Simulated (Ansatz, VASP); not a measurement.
## GaSb: VASP beside Ansatz

```
Ga Sb
1.0
    -1.60571    2.59463    2.88279
     1.60571   -2.59463    2.88279
     1.60571    2.59463   -2.88279
Ga Sb
1 1
Direct
  0.00000 0.00000 0.00000
  0.50000 0.50000 0.00000
```

Alike in both runs: task single point; functional PBE; k mesh 12 × 12 × 12; occupations gaussian, width 0.15 eV; no spin polarisation.

|  | VASP | Ansatz |
| --- | --- | --- |
| version | VASP 6.6.1 | Ansatz 0.2.0 |
| potentials or method | VASP PAW PBE potentials, release 64 (Ga_d, Sb), cutoff 520 eV | scalar-relativistic, plane waves, PAW |
| valence electrons in the cell | 18 | 28 |

```tsv
	VASP	Ansatz	Ansatz less VASP
gap on the k mesh at the Fermi level (eV)	none	none	-
pressure (GPa)	0.1	0.1	0.00
traceless stress, the component that is largest in VASP (GPa)	0.21	0.17	-0.034
```

A gap of «none» marks a metal or a gap that the smearing closes. VASP's potentials hold 18 valence electrons a cell and Ansatz's 28, so a difference there can come from the potentials and not from the codes.

Neither program's run includes spin-orbit coupling.
